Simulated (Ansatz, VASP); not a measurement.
**Two plane-wave programs on La3Hf2C4**

INCAR

```
PREC = Accurate ; ENCUT = 600
EDIFF = 1E-6 ; ISMEAR = 0
SIGMA = 0.1 ; LREAL = False
LASPH = True ; NELM = 100
ALGO = Normal ; ISIF = 3
LWAVE = False ; LCHARG = False
GGA = PE ; IBRION = 2
NSW = 100 ; EDIFFG = -0.01
```

The input KPOINTS:

```
Automatic mesh
0
Gamma
  6 6 8
```

The input POSCAR:

```
La3Hf2C4
1.0
    7.3742148134      0.0000000000      0.0000000000
   -3.6871074067      6.3862573613      0.0000000000
    0.0000000000      0.0000000000      5.4517636849
La Hf C
3 2 4
Direct
    0.3333333333      0.6666666667      0.0000000000
    0.6666666667      0.3333333333      0.0000000000
    0.0000000000      0.0000000000      0.0000000000
    0.3333333333      0.6666666667      0.5000000000
    0.6666666667      0.3333333333      0.5000000000
    0.5000000000      0.0000000000      0.0000000000
    0.0000000000      0.5000000000      0.0000000000
    0.5000000000      0.5000000000      0.0000000000
    0.0000000000      0.0000000000      0.5000000000
```

Input for Ansatz:

```yaml
crystal:
  lattice:
    - [7.3742148134, 0.0, 0.0]
    - [-3.6871074067, 6.3862573613, 0.0]
    - [0.0, 0.0, 5.4517636849]
  atoms:
    - { symbol: La, position: [0.3333333333, 0.6666666667, 0.0] }
    - { symbol: La, position: [0.6666666667, 0.3333333333, 0.0] }
    - { symbol: La, position: [0.0, 0.0, 0.0] }
    - { symbol: Hf, position: [0.3333333333, 0.6666666667, 0.5] }
    - { symbol: Hf, position: [0.6666666667, 0.3333333333, 0.5] }
    - { symbol: C, position: [0.5, 0.0, 0.0] }
    - { symbol: C, position: [0.0, 0.5, 0.0] }
    - { symbol: C, position: [0.5, 0.5, 0.0] }
    - { symbol: C, position: [0.0, 0.0, 0.5] }
basis:
  ecutwfc: 420
kpoints:
  mp_grid: { grid: [6, 6, 8] }
hamiltonian:
  xc: pbe
scf:
  occupations: { method: gaussian, width: 0.1 }
output:
  forces: true
  stress: true
  eigenvalues: true
relax:
  adjacent_minimum: "off"
  f_tol: 0.01
  max_steps: 80
  cell: { stress_tol: 0.05 }
```

Alike in both runs: task relaxation of cell and atoms; functional PBE; k mesh 6 × 6 × 8; occupations gaussian, width 0.1 eV; no spin polarisation.

|  | VASP | Ansatz |
| --- | --- | --- |
| version | VASP 6.6.1 | Ansatz 0.2.0 |
| potentials or method | VASP PAW PBE potentials, release 64 (La, Hf_pv, C), cutoff 600 eV | scalar-relativistic, plane waves, PAW |
| valence electrons in the cell | 69 | 101 |

|  | VASP | Ansatz | Ansatz less VASP |
| --- | --- | --- | --- |
| gap on the k mesh at the Fermi level, each at its own relaxed structure (eV) | none | none | - |
| relaxed volume (Å³/atom) | 28.63 | 28.66 | +0.027 |
| relaxed cell length with the largest relative difference (Å) | 5.481 | 5.497 | +0.0152 |

A gap of «none» marks a metal or a gap that the smearing closes. VASP's potentials hold 69 valence electrons a cell and Ansatz's 101, so a difference there can come from the potentials and not from the codes.

Neither program's run includes spin-orbit coupling.
